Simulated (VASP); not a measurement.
# Sm (P6_3/mmc) in VASP: notebook

The runs below take Sm through single point, with PBE, PBEsol.

Everything below comes from runs of VASP 6.6.1. Logs are shortened: lines on timing, memory, paths and dates and some standing lists are left out, and cuts for length are marked.

## (1) The cell of the first run

The structure is hexagonal, space group P6_3/mmc (No. 194). The conventional cell has a = 3.644 Å, b = 3.644 Å, c = 5.876 Å, α = 90.00°, β = 90.00°, γ = 120.00°. Sm (site symmetry -6m2) has 12 Sm at 3.61 to 3.64 Å within 4.7 Å.

## (2) Single point, PBE, collinear spin, ferromagnetic start

The input, INCAR:

```
ALGO = Normal
EDIFF = 1E-7
ENCUT = 520
GGA = PE
ISIF = 2
ISMEAR = -1
ISPIN = 2
LASPH = T
LCHARG = F
LMAXMIX = 6
LORBIT = 11
LREAL = F
LWAVE = F
MAGMOM = 5 5
NBANDS = 27
NELM = 150
PREC = Accurate
SIGMA = 0.05
```

The input, KPOINTS:

```
k-points
0
Gamma
  8 8 5
```

The input, POSCAR:

```
Sm
1.0
    3.6440000000      0.0000000000      0.0000000000
   -1.8220000000      3.1557965714      0.0000000000
    0.0000000000      0.0000000000      5.8760000000
Sm
2
Direct
    0.6666666667      0.3333333333      0.7500000000
    0.3333333333      0.6666666667      0.2500000000
```

Potentials or basis: VASP PAW PBE potentials, release 64 (Sm).

The run is started by

```bash
$ cat potpaw_PBE.64/Sm/POTCAR > POTCAR
$ mpirun -np 1 vasp_std > vasp.out
```

OUTCAR:

```text
EDIFF = 1E-7
   ENCUT = 520
   GGA = PE
   ISIF = 2
   ISMEAR = -1
   ISPIN = 2
   LASPH = T
   LORBIT = 11
   LREAL = F
   NELM = 150
   PREC = Accurate

 ion  position               nearest neighbor table
   1  0.667  0.333  0.750-
   2  0.333  0.667  0.250-

  LATTYP: Found a hexagonal cell.
 ALAT       =     3.6440000000
 C/A-ratio  =     1.6125137212

  Lattice vectors:

 A1 = (   3.6440000000,   0.0000000000,   0.0000000000)
 A2 = (  -1.8220000000,   3.1557965714,   0.0000000000)
 A3 = (   0.0000000000,   0.0000000000,   5.8760000000)

Analysis of symmetry for initial positions (statically):
=====================================================================
 Subroutine PRICEL returns:
 Original cell was already a primitive cell.

 Routine SETGRP: Setting up the symmetry group for a
 hexagonal supercell.

 Subroutine GETGRP returns: Found 24 space group operations
 (whereof 12 operations were pure point group operations)
 out of a pool of 24 trial point group operations.

The static configuration has the point symmetry D_3d.
 The point group associated with its full space group is D_6h.

Analysis of symmetry for dynamics (positions and initial velocities):
=====================================================================
 Subroutine PRICEL returns:
 Original cell was already a primitive cell.

 Routine SETGRP: Setting up the symmetry group for a
 hexagonal supercell.

 Subroutine GETGRP returns: Found 24 space group operations
 (whereof 12 operations were pure point group operations)
 out of a pool of 24 trial point group operations.

The dynamic configuration has the point symmetry D_3d.
 The point group associated with its full space group is D_6h.

Analysis of structural, dynamic, and magnetic symmetry:
=====================================================================
 Subroutine PRICEL returns:
 Original cell was already a primitive cell.

 Routine SETGRP: Setting up the symmetry group for a
 hexagonal supercell.

 Subroutine GETGRP returns: Found 24 space group operations
 (whereof 12 operations were pure point group operations)
 out of a pool of 24 trial point group operations.

The overall configuration has the point symmetry D_3d.
 The point group associated with its full space group is D_6h.

 Subroutine INISYM returns: Found 24 space group operations
 (whereof 12 operations are pure point group operations),
 and found     1 'primitive' translations

----------------------------------------------------------------------------------------

                                     Primitive cell

  volume of cell :      67.5724

  direct lattice vectors                    reciprocal lattice vectors
     3.644000000  0.000000000  0.000000000     0.274423710  0.158438603  0.000000000
    -1.822000000  3.155796571  0.000000000     0.000000000  0.316877206  0.000000000
     0.000000000  0.000000000  5.876000000     0.000000000  0.000000000  0.170183799

  length of vectors
     3.644000000  3.644000000  5.876000000     0.316877206  0.316877206  0.170183799

  position of ions in fractional coordinates (direct lattice)
     0.666666667  0.333333333  0.750000000
     0.333333333  0.666666667  0.250000000

  ion indices of the primitive-cell ions
   primitive index   ion index
                 1           1
                 2           2

----------------------------------------------------------------------------------------

 KPOINTS: k-points

Automatic generation of k-mesh.
 Grid dimensions read from file:
 generate k-points for:    8    8    5

 Generating k-lattice:

  Cartesian coordinates                     Fractional coordinates (reciprocal lattice)
     0.034302964  0.019804825  0.000000000     0.125000000  0.000000000  0.000000000
     0.000000000  0.039609651  0.000000000     0.000000000  0.125000000  0.000000000
     0.000000000  0.000000000  0.034036760     0.000000000  0.000000000  0.200000000

  Length of vectors
     0.039609651  0.039609651  0.034036760

  Shift w.r.t. Gamma in fractional coordinates (k-lattice)
     0.000000000  0.000000000  0.000000000

 Subroutine IBZKPT returns following result:
 ===========================================

 Found     30 irreducible k-points:

 Following reciprocal coordinates:
            Coordinates               Weight
  0.000000  0.000000  0.000000      1.000000
  0.125000  0.000000  0.000000      6.000000
  0.250000  0.000000  0.000000      6.000000
  0.375000  0.000000  0.000000      6.000000
  0.500000  0.000000  0.000000      3.000000
  0.125000  0.125000  0.000000      6.000000
[... 16 lines left out ...]
  0.250000  0.000000  0.400000     12.000000
  0.375000  0.000000  0.400000     12.000000
 [... further k-points ...]
   k-points           NKPTS =     30   k-points in BZ     NKDIM =     30   number of bands    NBANDS=     27
   number of dos      NEDOS =    301   number of ions     NIONS =      2
   total plane-waves  NPLWV =  37632
   dimension x,y,z NGX =    28 NGY =   28 NGZ =   48
   dimension x,y,z NGXF=    56 NGYF=   56 NGZF=   96
   ions per type =               2
   NGX,Y,Z   is equivalent  to a cutoff of  12.77, 12.77, 13.58 a.u.
   NGXF,Y,Z  is equivalent  to a cutoff of  25.55, 25.55, 27.16 a.u.
 SYSTEM =  unknown system
   PREC   = accura    normal or accurate (medium, high low for compatibility)
   ISTART =      0    job   : 0-new  1-cont  2-samecut
   ICHARG =      2    charge: 1-file 2-atom 10-const
   ISPIN  =      2    spin polarized calculation?
   LNONCOLLINEAR =      F non collinear calculations
   LSORBIT =      F    spin-orbit coupling
   LASPH  =      T    aspherical Exc in radial PAW
   ENCUT  =  520.0 eV  38.22 Ry    6.18 a.u.   6.78  6.78 10.93*2*pi/ulx,y,z
   NELM   =    150;   NELMIN=  2; NELMDL= -5     # of ELM steps
   EDIFF  = 0.1E-06   stopping-criterion for ELM
   LREAL  =      F    real-space projection
   EDIFFG = 0.1E-05   stopping-criterion for IOM
   NSW    =      0    number of steps for IOM
   IBRION =     -1    ionic relax: 0-MD 1-quasi-New 2-CG
   NFREE  =      0    steps in history (QN), initial steepest desc. (CG)
   ISIF   =      2    stress and relaxation
   ISYM   =      2    0-nonsym 1-usesym 2-fastsym
   POTIM  = 0.5000    time-step for ionic-motion
   TEBEG  =    0.0;   TEEND  =   0.0 temperature during run
   PSTRESS=    0.0 pullay stress
   NELECT =      32.0000    total number of electrons
   NUPDOWN=      -1.0000    fix difference up-down
   EMIN   =  10.00;   EMAX   =-10.00  energy-range for DOS
   EFERMI =   0.00;   METHOD = LEGACY
   ISMEAR =    -1;   SIGMA  =   0.05  broadening in eV -4-tet -1-fermi 0-gaus
   EFERMI_NEDOS =   21; number of points for ismear=-14 and -15
   IALGO  =     38    algorithm
   IMIX   =      4    mixing-type and parameters
     AMIX     =   0.40;   BMIX     =  1.00
     AMIX_MAG =   1.60;   BMIX_MAG =  1.00
  volume/ion in A,a.u.               =      33.79       228.00
  Fermi-wavevector in a.u.,A,eV,Ry     =   1.276052  2.411389 22.154492  1.628309
  Thomas-Fermi vector in A             =   2.408730
   LORBIT       =     11    0 simple, 1 ext, 2 COOP (PROOUT), +10 PAW based schemes
   GGA     = PE    functional components
   LHFCALC =     F    Hartree Fock is set to
   AEXX    =    0.0000 exact exchange contribution
   IVDW    =     0    specifies the selected vdW correction
   LEPSILON=     F    determine dielectric tensor
   LRPA    =     F    only Hartree local field effects (RPA)
 spin polarized calculation
  energy-cutoff  :      520.00
  volume of cell :       67.57
 maximum number of plane-waves:      1842
 NGX is ok and might be reduce to    28
   NGX = 13   NGY = 13   NGZ = 21

 number of electron      31.9999999 magnetization      12.9745317

 Free energy of the ion-electron system (eV)
  ---------------------------------------------------
  ext. energy  EPLUGINS =         0.00000000
  ---------------------------------------------------
  free energy    TOTEN  =       -18.62142279 eV

  energy without entropy =      -18.48870060  energy(sigma->0) =      -18.55506169

 E-fermi :   3.0638     XC(G=0):  -9.7872

 val. band max:        3.0613403641   @ k =   0.2500   0.2500   0.4000
 cond. band min:       3.0667803791   @ k =   0.2500   0.2500   0.2000
 fundamental gap:      0.0054400150
 Fermi energy:         3.0637722188

 spin component 1

 k-point     1 :       0.0000    0.0000    0.0000
  band No.  band energies     occupation
      1     -36.9468      1.00000
      2     -36.8393      1.00000
      3     -17.0783      1.00000
      4     -16.2218      1.00000
      5     -16.2218      1.00000
      6     -16.0858      1.00000
[... 19 lines left out ...]
     26       4.9172      0.00000
     27       4.9177      0.00000
[... 661 lines left out ...]
 k-point    24 :       0.3750    0.0000    0.4000
  band No.  band energies     occupation
      1     -36.8464      1.00000
      2     -36.8301      1.00000
      3     -16.9569      1.00000
      4     -16.8909      1.00000
      5     -16.4046      1.00000
      6     -16.3345      1.00000
[... 19 lines left out ...]
     26       3.5872      0.00003
     27       4.8099      0.00000

 [... further k-points ...]

 spin component 2

 k-point     1 :       0.0000    0.0000    0.0000
  band No.  band energies     occupation
      1     -34.2703      1.00000
      2     -34.1427      1.00000
      3     -15.1317      1.00000
      4     -14.1603      1.00000
      5     -14.1603      1.00000
      6     -14.0091      1.00000
[... 19 lines left out ...]
     26       7.2923      0.00000
     27       7.3022      0.00000
[... 661 lines left out ...]
 k-point    24 :       0.3750    0.0000    0.4000
  band No.  band energies     occupation
      1     -34.1509      1.00000
      2     -34.1316      1.00000
      3     -14.9964      1.00000
      4     -14.9221      1.00000
      5     -14.3693      1.00000
      6     -14.2904      1.00000
[... 19 lines left out ...]
     26       7.0618      0.00000
     27       7.2000      0.00000

 [... further k-points ...]
[... 5 lines left out ...]
  --------------------------------------------------------------------------------------
  -------------------------------------------------------------------------------------
  Total        1.0961727      1.0961727      1.1526194      0.0000000      0.0000000      0.0000000
  in kB       25.9908464     25.9908464     27.3292268      0.0000000      0.0000000      0.0000000
  external PRESSURE =      26.4369732 kB  Pullay stress =       0.0000000 kB

 VOLUME and BASIS-vectors are now :
 -----------------------------------------------------------------------------
  energy-cutoff  :      520.00
  volume of cell :       67.57
      direct lattice vectors                 reciprocal lattice vectors
     3.644000000  0.000000000  0.000000000     0.274423710  0.158438603  0.000000000
    -1.822000000  3.155796571  0.000000000     0.000000000  0.316877206  0.000000000
     0.000000000  0.000000000  5.876000000     0.000000000  0.000000000  0.170183799

 POSITION                                       TOTAL-FORCE (eV/Angst)
 -----------------------------------------------------------------------------------
      1.82200      1.05193      4.40700        -0.000000      0.000000      0.000000
     -0.00000      2.10386      1.46900         0.000000      0.000000      0.000000
 -----------------------------------------------------------------------------------
    total drift:                               -0.000000      0.000000     -0.000000

  FREE ENERGIE OF THE ION-ELECTRON SYSTEM (eV)
  ---------------------------------------------------
  free  energy   TOTEN  =       -18.6214227916 eV

  energy  without entropy=      -18.4887005956  energy(sigma->0) =      -18.55506169

 total charge

# of ion       s       p       d       f       tot
--------------------------------------------------
    1        2.081   5.610   0.469   5.503  13.662
    2        2.081   5.610   0.469   5.503  13.662
--------------------------------------------------
tot          4.162  11.220   0.937  11.005  27.324

 magnetization (x)

# of ion       s       p       d       f       tot
--------------------------------------------------
    1       -0.002  -0.058   0.242   5.495   5.678
    2       -0.002  -0.058   0.242   5.495   5.678
--------------------------------------------------
tot         -0.003  -0.116   0.484  10.991  11.356
```

Wall time 3.3 min (1 thread of AMD EPYC 9R45 (Zen 5), shared host); peak memory 0.24 GiB.

Results:

```
Free energy                                           : -18.6214 eV
Pressure                                              : 2.6 GPa
Net moment                                            : 12.97 μB per cell
Site moments                                          : Sm +5.68 μB
Valence electrons inside the program's atomic spheres : Sm 13.66
```

Caveat: the magnetic or orbital state may not be the lowest; spin-orbit coupling is left out, which moves the levels of the heavy elements.

## (3) Single point, PBEsol, collinear spin, ferromagnetic start

The input, INCAR:

```
SYSTEM = Sm
PREC = Accurate
ENCUT = 520
EDIFF = 1E-6
ISMEAR = -1
SIGMA = 0.05
LREAL = .FALSE.
LASPH = .TRUE.
NELM = 150
ALGO = Normal
ISIF = 2
LWAVE = .FALSE.
LCHARG = .FALSE.
ISPIN = 2
MAGMOM = 5 5
LORBIT = 11
LMAXMIX = 6
GGA = PS
NBANDS = 27
```

The input, KPOINTS:

```
regular mesh
0
G
  8 8 5
  0 0 0
```

POSCAR is that of step 2.

Potentials or basis: VASP PAW PBE potentials, release 64 (Sm).

The run is started by

```bash
$ cat potpaw_PBE.64/Sm/POTCAR > POTCAR
$ mpirun -np 1 vasp_std > vasp.out
```

Run time: 6.8 min. Hardware: 1 thread of Intel Xeon Platinum 8259CL at 2.50GHz (Skylake/Cascade Lake), shared host; peak memory 0.27 GiB.

It converged, with:

```yaml
Free_energy: -19.2676 eV
Pressure: 0.3 GPa
Net_moment: 12.95 μB per cell
Site_moments: Sm +5.69 μB
Valence_electrons_inside_the_program's_atomic_spheres: Sm 13.63
```

Stress tensor (GPa, compression positive):
```
0.27 0.00 0.00
0.00 0.27 0.00
0.00 0.00 0.35
```

Levels at points of the mesh, in eV from the Fermi level:
Spin up:
| k point | band 19 | band 20 | band 21 | band 22 | band 23 | band 24 | band 25 | band 26 | band 27 |
| --- | --- | --- | --- | --- | --- | --- | --- | --- | --- |
| (0.00, 0.00, 0.00) | -0.19 | -0.16 | -0.16 | -0.15 | -0.14 | -0.09 | 1.75 | 1.84 | 1.84 |
| (0.50, 0.00, 0.00) | -0.12 | -0.09 | -0.09 | -0.02 | 0.00 | 0.02 | 0.07 | 0.73 | 1.58 |
Spin down:
```
           k point  band 8  band 9  band 10  band 11  band 12  band 13
(0.00, 0.00, 0.00)  -16.99   -3.32    -0.89     2.58     2.72     2.86
(0.50, 0.00, 0.00)  -17.15   -0.42    -0.39    -0.05     1.82     2.60
```

Caveat: the magnetic or orbital state may not be the lowest; the PAW data sets were made with another functional, which shifts forces and pressure a little; spin-orbit coupling is left out, which moves the levels of the heavy elements. The state reached can hang on the start; a lower one may exist.
